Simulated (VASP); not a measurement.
Wanted: the native input for a VASP 6.6.1 run.

| Property | Result |
| --- | --- |
| Task | single point |
| Functional | PBE |
| Potentials or basis | VASP PAW PBE potentials, release 64 (Cd, S) |
| Cutoff | 520 eV |
| k mesh | 8 × 8 × 8 |
| Occupations | gaussian, width 0.05 eV |
| Spin | no spin polarisation |
| Dipole correction | no |
| Further INCAR settings | ALGO = Normal; EDIFF = 1e-06; NBANDS = 16 |

The structure of CdS lies in POSCAR:

```
CdS
1.0
    0.0000000000      2.9100000000      2.9100000000
    2.9100000000      0.0000000000      2.9100000000
    2.9100000000      2.9100000000      0.0000000000
Cd S
1 1
Direct
    0.0085910653     -0.0085910653      0.0085910653
    0.7500000000      0.7500000000      0.7500000000
```

This cell differs from its parent crystal: all Cd atoms moved +0.050 Å, as atom 1 along Cartesian [0 1 0].

One way to write it, as run:

INCAR

```
PREC     = Accurate       # precision mode
ENCUT    = 520            # plane-wave cutoff, eV
EDIFF    = 1E-6           # SCF threshold, eV
ISMEAR   = 0              # smearing method
SIGMA    = 0.05           # smearing width, eV
LREAL    = F              # projectors in reciprocal space
LASPH    = T              # aspherical terms in the spheres
NELM     = 100            # most SCF steps
ALGO     = Normal         # electronic algorithm
ISIF     = 2              # what is computed and relaxed
LWAVE    = F              # write WAVECAR
LCHARG   = F              # write CHGCAR
GGA      = PE             # functional
NBANDS   = 16             # bands
```

KPOINTS

```
Automatic mesh
0
Gamma
  8 8 8
```

Potentials or basis: VASP PAW PBE potentials, release 64 (Cd, S).

Run with:

```bash
$ cat potpaw_PBE.64/Cd/POTCAR potpaw_PBE.64/S/POTCAR > POTCAR
$ mpirun -np 1 vasp_std > vasp.out
```

Results of the run:

The pressure is 3.7 GPa and the largest force is 0.268 eV/Å. The band gap on the k mesh is 1.16 eV, direct.

Caveat: the cell differs from its parent crystal (all Cd atoms moved +0.050 Å, as atom 1 along Cartesian [0 1 0]).

It took 42 s on 1 thread of AMD EPYC 9R45 96-Core Processor (Zen 5) (shared host), peak memory 0.19 GiB.
